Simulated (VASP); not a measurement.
# BN (Cmc2_1) in VASP: settings compared

BN is run at these levels: PBE, r2SCAN; tasks: single point.

Program: VASP 6.6.1. These are calculated values, not measurements. Logs are shortened: lines on timing, memory, paths and dates and some standing lists are left out, and cuts for length are marked.

## (1) The cell of the first run

The structure is orthorhombic, space group Cmc2_1 (No. 36). The conventional cell has a = 2.544 Å, b = 4.188 Å, c = 4.208 Å, α = 90.00°, β = 90.00°, γ = 90.00°. B (site symmetry m) has 4 N at 1.51 to 1.57 Å within 2.0 Å. Within 2.0 Å of N (site symmetry m) lie 4 B at 1.51 to 1.57 Å.

## (2) Single point, PBE (uniaxial y strain -5.0%)

File INCAR:

```
  PREC = Accurate
  ENCUT = 520
  EDIFF = 1E-6
  ISMEAR = -1
  SIGMA = 0.02
  LREAL = False
  LASPH = True
  NELM = 80
  ALGO = Normal
  ISIF = 2
  LWAVE = False
  LCHARG = True
  GGA = PE
  LELF = True
  LVHAR = True
  NBANDS = 16
```

File KPOINTS:

```
regular mesh
0
Gamma
  12 12 6
```

File POSCAR:

```
BN
1.0
    2.5439493142      0.0000000000      0.0000000000
   -1.2719746571      2.0940700578      0.0000000000
    0.0000000000      0.0000000000      4.2078167785
B N
2 2
Direct
    0.6668135239      0.3336270477      0.0006200231
    0.3331864761      0.6663729523      0.5006200231
    0.6695212158      0.3390424316      0.3743799769
    0.3304787842      0.6609575684      0.8743799769
```

Potentials or basis: VASP PAW PBE potentials, release 64 (B, N).

Run with:

```
cat potpaw_PBE.64/B/POTCAR potpaw_PBE.64/N/POTCAR > POTCAR
mpirun -np 1 vasp_std > vasp.out
```

OUTCAR:

```text
PREC = Accurate
   ENCUT = 520
   EDIFF = 1E-6
   ISMEAR = -1
   LREAL = False
   LASPH = True
   NELM = 80
   ISIF = 2
   GGA = PE

 ion  position               nearest neighbor table
   1  0.667  0.334  0.001-   4 1.51   4 1.54   4 1.54   3 1.57
   2  0.333  0.666  0.501-   3 1.51   3 1.54   3 1.54   4 1.57
   3  0.670  0.339  0.374-   2 1.51   2 1.54   2 1.54   1 1.57
   4  0.330  0.661  0.874-   1 1.51   1 1.54   1 1.54   2 1.57

  Warning from LATTYP: Monoclinic adjustment (A1->A3, A2->A1, A3->A2)!
  LATTYP: Found a base centered orthorhombic cell.
 ALAT       =     2.5439493142
 B/A-ratio  =     1.6463142926
 C/A-ratio  =     1.6540489840

  Lattice vectors:

 A1 = (   1.2719746571,  -2.0940700578,   0.0000000000)
 A2 = (   1.2719746571,   2.0940700578,   0.0000000000)
 A3 = (   0.0000000000,   0.0000000000,   4.2078167785)

Analysis of symmetry for initial positions (statically):
=====================================================================
 Subroutine PRICEL returns:
 Original cell was already a primitive cell.

 Routine SETGRP: Setting up the symmetry group for a
 base centered orthorhombic supercell.

 Subroutine GETGRP returns: Found  4 space group operations
 (whereof  2 operations were pure point group operations)
 out of a pool of  8 trial point group operations.

The static configuration has the point symmetry C_1h.
 The point group associated with its full space group is C_2v.

Analysis of symmetry for dynamics (positions and initial velocities):
=====================================================================
 Subroutine PRICEL returns:
 Original cell was already a primitive cell.

 Routine SETGRP: Setting up the symmetry group for a
 base centered orthorhombic supercell.

 Subroutine GETGRP returns: Found  4 space group operations
 (whereof  2 operations were pure point group operations)
 out of a pool of  8 trial point group operations.

The dynamic configuration has the point symmetry C_1h.
 The point group associated with its full space group is C_2v.

 Subroutine INISYM returns: Found  4 space group operations
 (whereof  2 operations are pure point group operations),
 and found     1 'primitive' translations

[... 90 lines left out ...]
   ISTART =      0    job   : 0-new  1-cont  2-samecut
   ICHARG =      2    charge: 1-file 2-atom 10-const
   ISPIN  =      1    spin polarized calculation?
   LNONCOLLINEAR =      F non collinear calculations
   LSORBIT =      F    spin-orbit coupling
   LASPH  =      T    aspherical Exc in radial PAW
   ENCUT  =  520.0 eV  38.22 Ry    6.18 a.u.   4.73  4.56  7.82*2*pi/ulx,y,z
   NELM   =     80;   NELMIN=  2; NELMDL= -5     # of ELM steps
   EDIFF  = 0.1E-05   stopping-criterion for ELM
   LREAL  =      F    real-space projection
   EDIFFG = 0.1E-04   stopping-criterion for IOM
   NSW    =      0    number of steps for IOM
   IBRION =     -1    ionic relax: 0-MD 1-quasi-New 2-CG
   NFREE  =      0    steps in history (QN), initial steepest desc. (CG)
   ISIF   =      2    stress and relaxation
   ISYM   =      2    0-nonsym 1-usesym 2-fastsym
   POTIM  = 0.5000    time-step for ionic-motion
   TEBEG  =    0.0;   TEEND  =   0.0 temperature during run
   PSTRESS=    0.0 pullay stress
   NELECT =      16.0000    total number of electrons
   NUPDOWN=      -1.0000    fix difference up-down
   EMIN   =  10.00;   EMAX   =-10.00  energy-range for DOS
   EFERMI =   0.00;   METHOD = LEGACY
   ISMEAR =    -1;   SIGMA  =   0.02  broadening in eV -4-tet -1-fermi 0-gaus
   EFERMI_NEDOS =   21; number of points for ismear=-14 and -15
   IALGO  =     38    algorithm
   IMIX   =      4    mixing-type and parameters
     AMIX     =   0.40;   BMIX     =  1.00
     AMIX_MAG =   1.60;   BMIX_MAG =  1.00
  volume/ion in A,a.u.               =       5.60        37.82
  Fermi-wavevector in a.u.,A,eV,Ry     =   1.463062  2.764786 29.123948  2.140550
  Thomas-Fermi vector in A             =   2.579201
   LORBIT       =      0    0 simple, 1 ext, 2 COOP (PROOUT), +10 PAW based schemes
   GGA     = PE    functional components
   LHFCALC =     F    Hartree Fock is set to
   AEXX    =    0.0000 exact exchange contribution
   IVDW    =     0    specifies the selected vdW correction
   LEPSILON=     F    determine dielectric tensor
   LRPA    =     F    only Hartree local field effects (RPA)
 non-spin polarized calculation
  energy-cutoff  :      520.00
  volume of cell :       22.42
 maximum number of plane-waves:       620
   NGX =  9   NGY =  9   NGZ = 15

 number of electron      15.9999997 magnetization

 Free energy of the ion-electron system (eV)
  ---------------------------------------------------
  ext. energy  EPLUGINS =         0.00000000
  ---------------------------------------------------
  free energy    TOTEN  =       -34.60096423 eV

  energy without entropy =      -34.60096423  energy(sigma->0) =      -34.60096423

 E-fermi :   8.9166     XC(G=0): -13.0781

 val. band max:        8.5046703667   @ k =   0.0000   0.0000   0.0000
 cond. band min:      13.2353797465   @ k =   0.3333   0.3333   0.0000
 fundamental gap:      4.7307093799
 Fermi energy:         8.9165607371

 k-point     1 :       0.0000    0.0000    0.0000
  band No.  band energies     occupation
      1     -12.7982      2.00000
      2      -8.6283      2.00000
      3      -3.2639      2.00000
      4       5.9584      2.00000
      5       6.4778      2.00000
      6       7.8307      2.00000
[... 433 lines left out ...]
      3      -1.5241      2.00000
      4       0.2900      2.00000
      5       1.3295      2.00000
      6       1.7289      2.00000
[... 8 lines left out ...]
     15      24.6372      0.00000
     16      25.9172      0.00000

 [... further k-points ...]
[... 5 lines left out ...]
  --------------------------------------------------------------------------------------
  -------------------------------------------------------------------------------------
  Total        2.0064752      8.2743214      1.1500693      0.0000000      0.0000000      0.0000000
  in kB      143.4127943    591.4070317     82.2011904      0.0000000      0.0000000      0.0000000
  external PRESSURE =     272.3403388 kB  Pullay stress =       0.0000000 kB

 VOLUME and BASIS-vectors are now :
 -----------------------------------------------------------------------------
  energy-cutoff  :      520.00
  volume of cell :       22.42
      direct lattice vectors                 reciprocal lattice vectors
     2.543949314  0.000000000  0.000000000     0.393089593  0.238769471  0.000000000
    -1.271974657  2.094070058  0.000000000     0.000000000  0.477538942  0.000000000
     0.000000000  0.000000000  4.207816778     0.000000000  0.000000000  0.237652933

 POSITION                                       TOTAL-FORCE (eV/Angst)
 -----------------------------------------------------------------------------------
      1.27197      0.69864      0.00261        -0.000000      0.045907      0.051888
     -0.00000      1.39543      2.10652         0.000000     -0.045907      0.051888
      1.27197      0.70998      1.57532         0.000000      0.039912     -0.051888
     -0.00000      1.38409      3.67923         0.000000     -0.039912     -0.051888
 -----------------------------------------------------------------------------------
    total drift:                                0.000000      0.000000     -0.000392

  FREE ENERGIE OF THE ION-ELECTRON SYSTEM (eV)
  ---------------------------------------------------
  free  energy   TOTEN  =       -34.6009642252 eV

  energy  without entropy=      -34.6009642252  energy(sigma->0) =      -34.60096423
```

OSZICAR:

```text
N       E                     dE             d eps       ncg     rms          rms(c)
DAV:   1     0.396812509307E+02    0.39681E+02   -0.84195E+03  5528   0.978E+02
DAV:   2    -0.344803715450E+02   -0.74162E+02   -0.69276E+02  7920   0.234E+02
DAV:   3    -0.367306712436E+02   -0.22503E+01   -0.22456E+01  6272   0.372E+01
DAV:   4    -0.367357028690E+02   -0.50316E-02   -0.50313E-02  6744   0.201E+00
DAV:   5    -0.367357155630E+02   -0.12694E-04   -0.12694E-04  6112   0.930E-02    0.996E+00
DAV:   6    -0.348079583304E+02    0.19278E+01   -0.22900E+00  6912   0.139E+01    0.480E+00
DAV:   7    -0.346329459101E+02    0.17501E+00   -0.36953E-01  7176   0.493E+00    0.286E+00
DAV:   8    -0.346018556514E+02    0.31090E-01   -0.56502E-02  6696   0.200E+00    0.270E-01
DAV:   9    -0.346007069014E+02    0.11488E-02   -0.22079E-03  6328   0.555E-01    0.152E-01
DAV:  10    -0.346009549380E+02   -0.24804E-03   -0.45973E-04  6776   0.173E-01    0.270E-02
DAV:  11    -0.346009619401E+02   -0.70022E-05   -0.33764E-05  6688   0.558E-02    0.156E-02
DAV:  12    -0.346009641288E+02   -0.21887E-05   -0.54371E-06  6640   0.235E-02    0.240E-03
DAV:  13    -0.346009642252E+02   -0.96405E-07   -0.22598E-07  2792   0.559E-03
   1 F= -.34600964E+02 E0= -.34600964E+02  d E =-.113799E-11
```

Wall time 34 s (1 thread of AMD EPYC 7R13 (Zen 3), shared host); peak memory 0.13 GiB.

What came out:

| Item | Value |
| --- | --- |
| Free energy | -34.6010 eV |
| Pressure | 27.2 GPa |
| Largest force | 0.069 eV/Å |
| Band gap on the k mesh | 4.73 eV, indirect (least direct gap 7.84 eV) |

Forces on the atoms (eV/Å):
```
B    0.000  0.046  0.052
B    0.000 -0.046  0.052
N    0.000  0.040 -0.052
N    0.000 -0.040 -0.052
```

Levels at points of the mesh, in eV from the valence-band top:
```
           k point  band 4  band 5  band 6  band 7  band 8  band 9  band 10  band 11  band 12  band 13
(0.00, 0.00, 0.00)   -2.55   -2.03   -0.67   -0.43    0.00    7.84     8.23     8.56    10.87    11.14
(0.50, 0.00, 0.00)   -8.61   -7.58   -5.15   -4.84   -2.25    7.43     7.82    11.02    12.27    12.53
(0.00, 0.50, 0.00)   -8.52   -7.15   -5.97   -4.78   -3.08    5.94     7.34    10.20    10.93    12.88
(0.00, 0.00, 0.50)   -6.47   -1.60   -1.60   -1.11   -1.11    9.52     9.52     9.81     9.81    10.93
(0.50, 0.00, 0.50)  -10.81   -4.24   -4.24   -3.79   -3.79    6.58     6.58    10.27    10.27    14.63
(0.00, 0.50, 0.50)  -10.56   -4.74   -4.74   -4.03   -4.03    6.01     6.01     9.82     9.82    14.21
```

Caveat: the cell differs from its parent crystal (uniaxial y strain -5.0%). A k mesh can miss the band edges.

## (3) Single point, PBE (uniaxial x strain -3.2%)

File INCAR:

```
ALGO = Normal ; EDIFF = 1E-6
ENCUT = 520 ; GGA = PE
ISIF = 2 ; ISMEAR = -1
LASPH = T ; LCHARG = F
LREAL = F ; LWAVE = F
NBANDS = 16 ; NELM = 100
PREC = Accurate ; SIGMA = 0.02
```

File KPOINTS:

```
k-points
0
Gamma
  12 12 6
```

File POSCAR:

```
BN
1.0
    2.4615253565      0.0000000000      0.0000000000
   -1.2307626782      2.2031247321      0.0000000000
    0.0000000000      0.0000000000      4.2078167785
B N
2 2
Direct
    0.6667901827      0.3335803655      0.0004246968
    0.3332098173      0.6664196345      0.5004246968
    0.6651842530      0.3303685060      0.3745753032
    0.3348157470      0.6696314940      0.8745753032
```

Potentials or basis: VASP PAW PBE potentials, release 64 (B, N).

Run with:

```
cat potpaw_PBE.64/B/POTCAR potpaw_PBE.64/N/POTCAR > POTCAR
mpirun -np 1 vasp_std > vasp.out
```

Wall time 33 s (1 thread of AMD EPYC 7R13 (Zen 3), shared host); peak memory 0.13 GiB.

It converged, with:

```yaml
Free_energy: -34.7232 eV
Pressure: 18.9 GPa
Largest_force: 0.046 eV/Å
Band_gap_on_the_k_mesh: 4.89 eV, indirect (least direct gap 8.09 eV)
```

Forces on the atoms (eV/Å):
```
B    0.000 -0.029  0.036
B    0.000  0.029  0.036
N    0.000 -0.027 -0.036
N    0.000  0.027 -0.036
```

Stress tensor (GPa, compression positive):
```
39.54  0.00  0.00
 0.00  9.99  0.00
 0.00  0.00  7.03
```

Levels at points of the mesh, in eV from the valence-band top:
```tsv
k point	band 4	band 5	band 6	band 7	band 8	band 9	band 10	band 11	band 12	band 13
(0.00, 0.00, 0.00)	-2.43	-2.05	-0.53	-0.30	0.00	8.09	8.11	8.77	10.30	10.99
(0.50, 0.00, 0.00)	-8.31	-7.17	-5.44	-4.69	-2.57	6.53	7.69	10.53	11.44	12.80
(0.00, 0.50, 0.00)	-8.34	-7.45	-4.83	-4.81	-2.06	7.48	7.95	11.07	12.30	12.56
(0.00, 0.00, 0.50)	-6.20	-1.48	-1.48	-1.13	-1.13	9.35	9.35	10.31	10.31	10.31
(0.50, 0.00, 0.50)	-10.44	-4.23	-4.23	-3.89	-3.89	6.37	6.37	9.95	9.95	14.33
(0.00, 0.50, 0.50)	-10.58	-4.02	-4.02	-3.65	-3.65	6.69	6.69	10.30	10.30	14.65
```

Caveat: the cell differs from its parent crystal (uniaxial x strain -3.2%).

## (4) Single point, r2SCAN (uniaxial y strain -5.0%)

File POSCAR:

```
BN
1.0
    2.5439493142      0.0000000000      0.0000000000
   -1.2719746571      2.0940700578      0.0000000000
    0.0000000000      0.0000000000      4.2078167785
B N
2 2
Direct
    0.6668135239      0.3336270477      0.0006200231
    0.3331864761      0.6663729523      0.5006200231
    0.6695212158      0.3390424316      0.3743799769
    0.3304787842      0.6609575684      0.8743799769
```

File INCAR.step1:

```
SYSTEM = BN
ALGO = Normal
EDIFF = 1E-4
ENCUT = 520
GGA = PE
ISMEAR = 0
LASPH = .True.
LCHARG = .False.
LREAL = .False.
LWAVE = .True.
NBANDS = 16
NELM = 60
PREC = Accurate
SIGMA = 0.01
```

File INCAR.step2:

```
SYSTEM = BN
ALGO = Normal
EDIFF = 1E-6
ENCUT = 520
ISIF = 2
ISMEAR = 0
ISTART = 1
LASPH = .True.
LCHARG = .True.
LELF = .True.
LMIXTAU = .True.
LREAL = .False.
LVHAR = .True.
LWAVE = .False.
METAGGA = R2SCAN
NBANDS = 16
NELM = 60
PREC = Accurate
SIGMA = 0.01
```

File KPOINTS:

```
k-points
0
Gamma
  12 12 6
  0 0 0
```

Run with:

```
cat potpaw_PBE.64/B/POTCAR potpaw_PBE.64/N/POTCAR > POTCAR
cp INCAR.step1 INCAR
mpirun -np 1 vasp_std > vasp.out
cp INCAR.step2 INCAR
mpirun -np 1 vasp_std > vasp.out
```

Wall time 2.2 min (1 thread of AMD EPYC 7R13 (Zen 3), shared host); peak memory 0.14 GiB.

Results (log left out):

* Free energy: -38.0618 eV
* Pressure: 23.7 GPa
* Largest force: 0.013 eV/Å
* Band gap on the k mesh: 5.26 eV, indirect (least direct gap 8.51 eV)

Forces in eV/Å, atoms in the order of the input:
```
B    0.000  0.008  0.010
B    0.000 -0.008  0.010
N    0.000  0.007 -0.010
N    0.000 -0.007 -0.010
```

Stress tensor (GPa, compression positive):
```
10.26  0.00  0.00
 0.00 56.57  0.00
 0.00  0.00  4.13
```

Levels at points of the mesh, in eV from the valence-band top:
```
           k point  band 6  band 7  band 8  band 9  band 10  band 11
(0.00, 0.00, 0.00)   -0.69   -0.44    0.00    8.51     8.92     9.24
(0.50, 0.00, 0.00)   -5.32   -4.98   -2.34    8.04     8.45    11.79
(0.00, 0.50, 0.00)   -6.20   -4.90   -3.19    6.50     7.95    10.92
(0.00, 0.00, 0.50)   -1.65   -1.14   -1.14   10.25    10.25    10.55
(0.50, 0.00, 0.50)   -4.41   -3.94   -3.94    7.18     7.18    10.95
(0.00, 0.50, 0.50)   -4.92   -4.20   -4.20    6.59     6.59    10.47
```

Caveat: the cell differs from its parent crystal (uniaxial y strain -5.0%); the PAW data sets were made with another functional, which shifts forces and pressure a little.

## (5) Single point, r2SCAN (uniaxial x strain -3.2%)

File POSCAR:

```
BN
1.0
    2.4615253565      0.0000000000      0.0000000000
   -1.2307626782      2.2031247321      0.0000000000
    0.0000000000      0.0000000000      4.2078167785
B N
2 2
Direct
    0.6667901827      0.3335803655      0.0004246968
    0.3332098173      0.6664196345      0.5004246968
    0.6651842530      0.3303685060      0.3745753032
    0.3348157470      0.6696314940      0.8745753032
```

INCAR.step1 is that of step 4.

INCAR.step2: that of step 4 with these lines changed.

```diff
@@ -8,7 +8,5 @@
 LASPH = .True.
-LCHARG = .True.
-LELF = .True.
+LCHARG = .False.
 LMIXTAU = .True.
 LREAL = .False.
-LVHAR = .True.
 LWAVE = .False.
```

KPOINTS is that of step 4.

Run with:

```
cat potpaw_PBE.64/B/POTCAR potpaw_PBE.64/N/POTCAR > POTCAR
cp INCAR.step1 INCAR
mpirun -np 1 vasp_std > vasp.out
cp INCAR.step2 INCAR
mpirun -np 1 vasp_std > vasp.out
```

Wall time 2.3 min (1 thread of AMD EPYC 7R13 (Zen 3), shared host); peak memory 0.14 GiB.

The run converged. Its results:

```yaml
Free_energy: -38.1776 eV
Pressure: 15.2 GPa
Largest_force: 0.008 eV/Å
Band_gap_on_the_k_mesh: 5.42 eV, indirect (least direct gap 8.76 eV)
```

Forces on the atoms (eV/Å):
```
B    0.000 -0.003  0.007
B    0.000  0.003  0.007
N    0.000 -0.005 -0.007
N    0.000  0.005 -0.007
```

Stress tensor (GPa, compression positive):
```
36.51  0.00  0.00
 0.00  5.93  0.00
 0.00  0.00  3.09
```

Levels at points of the mesh, in eV from the valence-band top:
```tsv
k point	band 5	band 6	band 7	band 8	band 9	band 10	band 11	band 12
(0.00, 0.00, 0.00)	-2.12	-0.54	-0.31	0.00	8.76	8.79	9.47	11.00
(0.50, 0.00, 0.00)	-7.46	-5.65	-4.81	-2.67	7.10	8.31	11.27	12.15
(0.00, 0.50, 0.00)	-7.75	-5.02	-4.93	-2.14	8.10	8.58	11.84	13.07
(0.00, 0.00, 0.50)	-1.53	-1.53	-1.17	-1.17	10.07	10.07	11.07	11.07
(0.50, 0.00, 0.50)	-4.40	-4.40	-4.04	-4.04	6.96	6.96	10.61	10.61
(0.00, 0.50, 0.50)	-4.19	-4.19	-3.79	-3.79	7.29	7.29	10.98	10.98
```

Caveat: the cell differs from its parent crystal (uniaxial x strain -3.2%); the PAW data sets were made with another functional, which shifts forces and pressure a little. A k mesh can miss the band edges.

## (6) Overview

```tsv
level	cell	smearing	gap on the mesh (eV)	pressure (GPa)	largest force (eV/Å)
PBE	a = 2.544, b = 2.450, c = 4.208 Å, angles 90.0, 90.0, 121.3°, 4 atoms	fermi-dirac 0.02 eV	4.73	27.2	0.07
PBE	a = 2.462, b = 2.524, c = 4.208 Å, angles 90.0, 90.0, 119.2°, 4 atoms	fermi-dirac 0.02 eV	4.89	18.9	0.05
r2SCAN	a = 2.544, b = 2.450, c = 4.208 Å, angles 90.0, 90.0, 121.3°, 4 atoms	gaussian 0.01 eV	5.26	23.7	0.01
r2SCAN	a = 2.462, b = 2.524, c = 4.208 Å, angles 90.0, 90.0, 119.2°, 4 atoms	gaussian 0.01 eV	5.42	15.2	0.01
```

Alike in all rows: task single point; potentials or basis VASP PAW PBE potentials, release 64 (B, N); no spin polarisation; k mesh 12 × 12 × 6; cutoff (eV) 520.

Caveats: the PAW data sets were made with another functional, which shifts forces and pressure a little (some runs).

Absolute energies hang on the potentials; compare differences alone.
